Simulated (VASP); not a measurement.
The system is Li.

```
Li
1.0
     3.34772    0.00000    0.00000
     0.00000    3.34772    0.00000
     0.00000    0.00000    2.80808
Li
1
Direct
  0.00000 0.00000 0.00000
```

```yaml
Program: VASP 6.6.1
Task: relaxation of cell and atoms
Functional: PBE
Potentials_or_basis: VASP PAW PBE potentials, release 64 (Li_sv)
Cutoff: 600 eV
k_mesh: 6 × 6 × 6
Occupations: gaussian, width 0.1 eV
Spin: no spin polarisation
```

At the start: pressure -2.4 GPa; volume 31.47 Å³/atom.

Problem. Where does the relaxation end?

Solution. Over 8 steps the energy falls by 191.3 meV/atom and the volume is 20.10 Å³/atom (-36.1 %); space group Pm-3m (No. 221, to 0.05 Å).

The path:
| step | energy change (eV) | largest force (eV/Å) | pressure (GPa) | volume (Å³) |
| --- | --- | --- | --- | --- |
| 1 | 0.0000 | 0.0000 | -2.36 | 31.47 |
| 2 | -0.0615 | 0.0000 | -2.38 | 29.38 |
| 3 | -0.1698 | 0.0000 | -1.50 | 23.39 |
| 4 | -0.1704 | 0.0000 | -1.32 | 22.95 |
| 5 | -0.1850 | 0.0000 | -0.73 | 21.42 |
| 6 | -0.1907 | 0.0000 | 0.08 | 20.02 |
| 7 | -0.1908 | 0.0000 | 0.16 | 19.90 |
| 8 | -0.1913 | 0.0000 | 0.04 | 20.10 |

Final structure:
```xyz
1
Lattice="2.7190 0.0000 0.0000 0.0000 2.7190 0.0000 0.0000 0.0000 2.7184" Properties=species:S:1:pos:R:3 pbc="T T T"
Li    0.0000    0.0000    0.0000
```

Caveat: the k points lie up to 0.39 Å⁻¹ apart in the final cell; the cutoff is under 1.25 times the usual one of these potentials, so pressure, stress and relaxed cells hold a basis-set (Pulay) error; the volume moved by over 15 % at a fixed basis, so the end points are rough.
